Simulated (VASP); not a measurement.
**Mg: relaxation of cell and atoms with PBEsol**

Crystal: Mg.

```xyz
4
Lattice="3.1768 0.0000 0.0000 -1.5884 2.7512 0.0000 0.0000 0.0000 10.3189" Properties=species:S:1:pos:R:3 pbc="T T T"
Mg    1.5884    0.9171    7.7391
Mg    0.0000    0.0000    5.1594
Mg    0.0000    1.8341    2.5797
Mg    0.0000    0.0000    0.0000
```

| Property | Result |
| --- | --- |
| Program | VASP 6.6.1 |
| Task | relaxation of cell and atoms |
| Functional | PBEsol |
| Potentials or basis | VASP PAW PBE potentials, release 64 (Mg) |
| Cutoff | 600 eV |
| k mesh | 10 × 10 × 3 |
| Occupations | fermi-dirac, width 0.05 eV |
| Spin | no spin polarisation |
| Target pressure | 10 GPa |
| Dipole correction | no |
| Further INCAR settings | ALGO = Normal; EDIFF = 1e-06; IBRION = 2; EDIFFG = -0.01; NSW = 60; ISIF = 3 |

```yaml
Relaxed_volume: 18.77 Å³/atom
Relaxed_cell: a = 2.988 Å, b = 2.988 Å, c = 9.711 Å, α = 90.00°, β = 90.00°, γ = 120.00°
Space_group_after_relaxing_to_0.1_Å: P6_3/mmc (No. 194)
Energy_change_on_relaxing_the_run_minimises_the_enthalpy: +103.1 meV/atom
Ionic_steps: 8
Pressure_after_relaxing: 10.0 GPa
Band_gap_on_the_k_mesh: zero (bands 4 and 5 overlap by 1.83 eV)
```

The path:
| step | energy change (eV) | largest force (eV/Å) | pressure (GPa) | volume (Å³) |
| --- | --- | --- | --- | --- |
| 1 | 0.0000 | 0.0000 | 0.13 | 90.19 |
| 2 | 0.5374 | 0.0000 | 11.90 | 73.24 |
| 3 | 0.4144 | 0.0000 | 10.05 | 75.04 |
| 4 | 0.3967 | 0.0000 | 9.77 | 75.32 |
| 5 | 0.3974 | 0.0000 | 9.78 | 75.31 |
| 6 | 0.3996 | 0.0000 | 9.80 | 75.27 |
| 7 | 0.4064 | 0.0000 | 9.91 | 75.16 |
| 8 | 0.4126 | 0.0000 | 10.00 | 75.06 |

Final structure:
```yaml
crystal:
  lattice:
    - [2.98750, 0.00000, 0.00000]
    - [-1.49375, 2.58725, 0.00000]
    - [0.00000, 0.00000, 9.71128]
  atoms:
    - { symbol: Mg, position: [0.66667, 0.33333, 0.75000] }
    - { symbol: Mg, position: [0.00000, 0.00000, 0.50000] }
    - { symbol: Mg, position: [0.33333, 0.66667, 0.25000] }
    - { symbol: Mg, position: [0.00000, 0.00000, 0.00000] }
```

Levels at points of the mesh, in eV from the Fermi level:
| k point | band 2 | band 3 | band 4 | band 5 | band 6 | band 7 |
| --- | --- | --- | --- | --- | --- | --- |
| (0.00, 0.00, 0.00) | -6.37 | -6.36 | -2.13 | -1.35 | 5.52 | 5.54 |
| (0.50, 0.00, 0.00) | -2.47 | -1.42 | -1.29 | -0.63 | -0.52 | 2.90 |

Wall time 54 s on 1 thread of Intel(R) Xeon(R) 6975P-C (Granite Rapids), with other jobs on the host, peak memory 0.25 GiB.

Caveat: the cell is relaxed towards a set pressure, so the run minimises the enthalpy, not the energy; the volume moved by over 15 % at a fixed basis, so the end points are rough; the PAW data sets were made with another functional, which shifts forces and pressure a little.
